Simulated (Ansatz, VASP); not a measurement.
One calculation of AlN, two programs

The input INCAR:

```
SYSTEM = AlN
PREC = Accurate ; ENCUT = 520
EDIFF = 1E-7 ; ISMEAR = 0
SIGMA = 0.027000000000000003 ; LREAL = .FALSE.
LASPH = .TRUE. ; NELM = 100
ALGO = Normal ; ISIF = 2
LWAVE = .FALSE. ; LCHARG = .FALSE.
GGA = PE ; NBANDS = 11
```

Contents of KPOINTS:

```
Automatic mesh
0
G
  11 11 11
  0 0 0
```

Contents of POSCAR:

```
AlN
1.0
    0.0000000000      2.0345180000      2.0345180000
    2.0345180000      0.0000000000      2.0345180000
    2.0345180000      2.0345180000      0.0000000000
Al N
1 1
Direct
    0.5000000000      0.5000000000      0.5000000000
    0.0000000000      0.0000000000      0.0000000000
```

Contents of input.yaml:

```yaml
crystal:
  lattice:
    - [0.0, 2.034518, 2.034518]
    - [2.034518, 0.0, 2.034518]
    - [2.034518, 2.034518, 0.0]
  atoms:
    - { symbol: Al, position: [0.5, 0.5, 0.5] }
    - { symbol: "N", position: [0.0, 0.0, 0.0] }
hamiltonian:
  xc: pbe
  pseudopotentials: { kind: paw }
kpoints:
  mp_grid: { grid: [11, 11, 11] }
scf:
  occupations: { method: gaussian, width: 0.027 }
output:
  forces: true
  stress: true
  eigenvalues: true
```

Alike in both runs: task single point; functional PBE; k mesh 11 × 11 × 11; occupations gaussian, width 0.027 eV; no spin polarisation.

|  | VASP | Ansatz |
| --- | --- | --- |
| version | VASP 6.6.1 | Ansatz 0.2.0 |
| potentials or method | VASP PAW PBE potentials, release 64 (Al, N) | Ansatz PAW |
| plane-wave cutoff (eV) | 520 | 420 |
| valence electrons in the cell | 8 | 8 |

VASP gave:

```
gap on the k mesh at the Fermi level (eV) : 4.55
least direct gap on the mesh (eV)         : 5.41
pressure (GPa)                            : 0.0
```

Problem. Which values does Ansatz return?

Solution. gap on the k mesh at the Fermi level (eV): 4.58; least direct gap on the mesh (eV): 5.40; pressure (GPa): 0.3.

Noted on Ansatz's run: odd divisions of the mesh miss points on the zone boundary, where band edges often lie, so the gap on the mesh can be too wide.
